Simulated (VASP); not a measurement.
# AlN (P6_3mc) in VASP: further runs

The runs below take AlN through single point, with PBE.

All numbers are computed with VASP 6.6.1; they aren't measurements. Logs are shortened: lines on timing, memory, paths and dates and some standing lists are left out, and cuts for length are marked.

## 1. The cell of the first run

The structure is hexagonal, space group P6_3mc (No. 186). The conventional cell has a = 3.052 Å, b = 3.052 Å, c = 4.892 Å, α = 90.00°, β = 90.00°, γ = 120.00°. Within 2.5 Å of Al (site symmetry 3m) lie 4 N at 1.85 to 1.87 Å. Within 2.5 Å of N (site symmetry 3m) lie 4 Al at 1.85 to 1.87 Å.

## 2. Single point, PBE (atoms displaced along a vibrational mode, the cell strained)

INCAR reads:

```
PREC = Accurate ; ENCUT = 520
EDIFF = 1E-6 ; ISMEAR = 0
SIGMA = 0.05 ; LREAL = F
LASPH = T ; NELM = 80
ALGO = Normal ; ISIF = 2
LWAVE = F ; LCHARG = T
GGA = PE ; LELF = T
LVHAR = T ; NBANDS = 16
```

KPOINTS reads:

```
Automatic mesh
0
Gamma
  9 9 6
```

POSCAR reads:

```
AlN
1.0
    3.0516417575      0.0000000000      0.0000000000
   -1.5258208787      2.6427992853      0.0000000000
    0.0000000000      0.0000000000      4.8915323900
Al N
2 2
Direct
    0.3333333333      0.6666666667      0.0017290859
    0.6666666667      0.3333333333      0.5017290859
    0.3333333333      0.6666666667      0.3832709141
    0.6666666667      0.3333333333      0.8832709141
```

Potentials or basis: VASP PAW PBE potentials, release 64 (Al, N).

The run is started by

```console
$ cat potpaw_PBE.64/Al/POTCAR potpaw_PBE.64/N/POTCAR > POTCAR
$ mpirun -np 1 vasp_std > vasp.out
```

OUTCAR:

```text
PREC = Accurate
   ENCUT = 520
   EDIFF = 1E-6
   ISMEAR = 0
   LREAL = F
   LASPH = T
   NELM = 80
   ISIF = 2
   GGA = PE

 ion  position               nearest neighbor table
   1  0.333  0.667  0.002-   4 1.85   4 1.85   4 1.85   3 1.87   2 3.01   2 3.01   2 3.01   2 3.01
                             2 3.01   2 3.01
   2  0.667  0.333  0.502-   3 1.85   3 1.85   3 1.85   4 1.87   1 3.01   1 3.01   1 3.01   1 3.01
                             1 3.01   1 3.01
   3  0.333  0.667  0.383-   2 1.85   2 1.85   2 1.85   1 1.87
   4  0.667  0.333  0.883-   1 1.85   1 1.85   1 1.85   2 1.87

  LATTYP: Found a hexagonal cell.
 ALAT       =     3.0516417575
 C/A-ratio  =     1.6029182908

  Lattice vectors:

 A1 = (   3.0516417575,   0.0000000000,   0.0000000000)
 A2 = (  -1.5258208787,   2.6427992853,   0.0000000000)
 A3 = (   0.0000000000,   0.0000000000,   4.8915323900)

Analysis of symmetry for initial positions (statically):
=====================================================================
 Subroutine PRICEL returns:
 Original cell was already a primitive cell.

 Routine SETGRP: Setting up the symmetry group for a
 hexagonal supercell.

 Subroutine GETGRP returns: Found 12 space group operations
 (whereof  6 operations were pure point group operations)
 out of a pool of 24 trial point group operations.

The static configuration has the point symmetry C_3v.
 The point group associated with its full space group is C_6v.

Analysis of symmetry for dynamics (positions and initial velocities):
=====================================================================
 Subroutine PRICEL returns:
 Original cell was already a primitive cell.

 Routine SETGRP: Setting up the symmetry group for a
 hexagonal supercell.

 Subroutine GETGRP returns: Found 12 space group operations
 (whereof  6 operations were pure point group operations)
 out of a pool of 24 trial point group operations.

The dynamic configuration has the point symmetry C_3v.
 The point group associated with its full space group is C_6v.

 Subroutine INISYM returns: Found 12 space group operations
 (whereof  6 operations are pure point group operations),
 and found     1 'primitive' translations

----------------------------------------------------------------------------------------
[... 91 lines left out ...]
   ISPIN  =      1    spin polarized calculation?
   LNONCOLLINEAR =      F non collinear calculations
   LSORBIT =      F    spin-orbit coupling
   LASPH  =      T    aspherical Exc in radial PAW
   ENCUT  =  520.0 eV  38.22 Ry    6.18 a.u.   5.67  5.67  9.10*2*pi/ulx,y,z
   NELM   =     80;   NELMIN=  2; NELMDL= -5     # of ELM steps
   EDIFF  = 0.1E-05   stopping-criterion for ELM
   LREAL  =      F    real-space projection
   EDIFFG = 0.1E-04   stopping-criterion for IOM
   NSW    =      0    number of steps for IOM
   IBRION =     -1    ionic relax: 0-MD 1-quasi-New 2-CG
   NFREE  =      0    steps in history (QN), initial steepest desc. (CG)
   ISIF   =      2    stress and relaxation
   ISYM   =      2    0-nonsym 1-usesym 2-fastsym
   POTIM  = 0.5000    time-step for ionic-motion
   TEBEG  =    0.0;   TEEND  =   0.0 temperature during run
   PSTRESS=    0.0 pullay stress
   NELECT =      16.0000    total number of electrons
   NUPDOWN=      -1.0000    fix difference up-down
   EMIN   =  10.00;   EMAX   =-10.00  energy-range for DOS
   EFERMI =   0.00;   METHOD = LEGACY
   ISMEAR =     0;   SIGMA  =   0.05  broadening in eV -4-tet -1-fermi 0-gaus
   EFERMI_NEDOS =   21; number of points for ismear=-14 and -15
   IALGO  =     38    algorithm
   IMIX   =      4    mixing-type and parameters
     AMIX     =   0.40;   BMIX     =  1.00
     AMIX_MAG =   1.60;   BMIX_MAG =  1.00
  volume/ion in A,a.u.               =       9.86        66.55
  Fermi-wavevector in a.u.,A,eV,Ry     =   1.211808  2.289986 19.979876  1.468479
  Thomas-Fermi vector in A             =   2.347312
   LORBIT       =      0    0 simple, 1 ext, 2 COOP (PROOUT), +10 PAW based schemes
   GGA     = PE    functional components
   LHFCALC =     F    Hartree Fock is set to
   AEXX    =    0.0000 exact exchange contribution
   IVDW    =     0    specifies the selected vdW correction
   LEPSILON=     F    determine dielectric tensor
   LRPA    =     F    only Hartree local field effects (RPA)
 non-spin polarized calculation
 Gauss-broadening in eV      SIGMA  =   0.05
  energy-cutoff  :      520.00
  volume of cell :       39.45
 maximum number of plane-waves:      1092
 NGX is ok and might be reduce to    24
   NGX = 11   NGY = 11   NGZ = 19

 number of electron      15.9999998 magnetization

 Free energy of the ion-electron system (eV)
  ---------------------------------------------------
  ext. energy  EPLUGINS =         0.00000000
  ---------------------------------------------------
  free energy    TOTEN  =       -29.62634229 eV

  energy without entropy =      -29.62634229  energy(sigma->0) =      -29.62634229

 E-fermi :   6.9140     XC(G=0): -11.1617

 val. band max:        6.7106195640   @ k =   0.0000   0.0000   0.0000
 cond. band min:      11.4355846813   @ k =   0.0000   0.0000   0.0000
 fundamental gap:      4.7249651173
 Fermi energy:         6.9139908222

 k-point     1 :       0.0000    0.0000    0.0000
  band No.  band energies     occupation
      1      -8.8232      2.00000
      2      -6.4996      2.00000
      3       0.4564      2.00000
      4       5.8307      2.00000
      5       5.8307      2.00000
      6       6.4903      2.00000
[... 433 lines left out ...]
      3       1.7637      2.00000
      4       2.4305      2.00000
      5       2.4305      2.00000
      6       3.8739      2.00000
[... 8 lines left out ...]
     15      20.1720      0.00000
     16      22.6029      0.00000

 [... further k-points ...]
[... 5 lines left out ...]
  --------------------------------------------------------------------------------------
  -------------------------------------------------------------------------------------
  Total        4.2559978      4.2559978      3.9949038      0.0000000      0.0000000      0.0000000
  in kB      172.8499724    172.8499724    162.2460927      0.0000000      0.0000000      0.0000000
  external PRESSURE =     169.3153458 kB  Pullay stress =       0.0000000 kB

 VOLUME and BASIS-vectors are now :
 -----------------------------------------------------------------------------
  energy-cutoff  :      520.00
  volume of cell :       39.45
      direct lattice vectors                 reciprocal lattice vectors
     3.051641758  0.000000000  0.000000000     0.327692462  0.189193331  0.000000000
    -1.525820879  2.642799285  0.000000000     0.000000000  0.378386662  0.000000000
     0.000000000  0.000000000  4.891532390     0.000000000  0.000000000  0.204434913

 POSITION                                       TOTAL-FORCE (eV/Angst)
 -----------------------------------------------------------------------------------
     -0.00000      1.76187      0.00846         0.000000      0.000000     -0.031262
      1.52582      0.88093      2.45422         0.000000      0.000000     -0.031262
     -0.00000      1.76187      1.87478         0.000000      0.000000      0.031262
      1.52582      0.88093      4.32055        -0.000000      0.000000      0.031262
 -----------------------------------------------------------------------------------
    total drift:                               -0.000000      0.000000      0.000055

  FREE ENERGIE OF THE ION-ELECTRON SYSTEM (eV)
  ---------------------------------------------------
  free  energy   TOTEN  =       -29.6263422935 eV

  energy  without entropy=      -29.6263422935  energy(sigma->0) =      -29.62634229
```

It took 30 s on 1 thread of Intel Xeon 8259CL, shared host; peak memory 0.16 GiB.

Results:

| Quantity | Value |
| --- | --- |
| Free energy | -29.6263 eV |
| Pressure | 16.9 GPa |
| Largest force | 0.031 eV/Å |
| Band gap on the k mesh | 4.72 eV |

Forces in eV/Å, atoms in the order of the input:
```
Al   0.000  0.000 -0.031
Al   0.000  0.000 -0.031
N    0.000  0.000  0.031
N    0.000  0.000  0.031
```

Stress tensor (GPa, compression positive):
```
17.28  0.00  0.00
 0.00 17.28  0.00
 0.00  0.00 16.22
```

Caveat: the cell differs from its parent crystal (atoms displaced along a vibrational mode, the cell strained); the cell stands under pressure; an odd mesh through Γ misses points on the zone boundary, where band edges can lie.

[end of part 1 of 2]
